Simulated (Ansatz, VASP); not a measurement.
Two plane-wave programs on TiH5

```xyz
6
Lattice="3.4667 0.0000 0.0000 -1.7334 3.0023 0.0000 0.0000 0.0000 3.0582" Properties=species:S:1:pos:R:3 pbc="T T T"
Ti    0.0000    0.0000    0.0000
H     2.4311    0.0000    1.5291
H     1.7334    1.0008    0.0000
H     0.5178    0.8969    1.5291
H    -1.2155    2.1054    1.5291
H     0.0000    2.0015    0.0000
```

Change from the starting cell: species swapped into the MgPt5 type (P-62m, No. 189).

Alike in both runs: functional PBE; k mesh 12 × 12 × 12; occupations gaussian, width 0.1 eV; no spin polarisation.

Ansatz relaxed the structure, and its values are those at the end. VASP's run is a single point on that final structure, the one shown.

|  | VASP | Ansatz |
| --- | --- | --- |
| version | VASP 6.6.1 | Ansatz 0.2.0 |
| potentials or method | VASP PAW PBE potentials, release 64 (Ti_sv, H), cutoff 520 eV | scalar-relativistic, plane waves, PAW |
| valence electrons in the cell | 17 | 17 |

|  | VASP | Ansatz | Ansatz less VASP |
| --- | --- | --- | --- |
| gap on the k mesh at the Fermi level (eV) | none | none | - |
| pressure (GPa) | -0.2 | 0.0 | +0.18 |

A gap of «none» marks a metal or a gap that the smearing closes. The functional is the same, so the differences come from potentials, cutoffs and numerics.
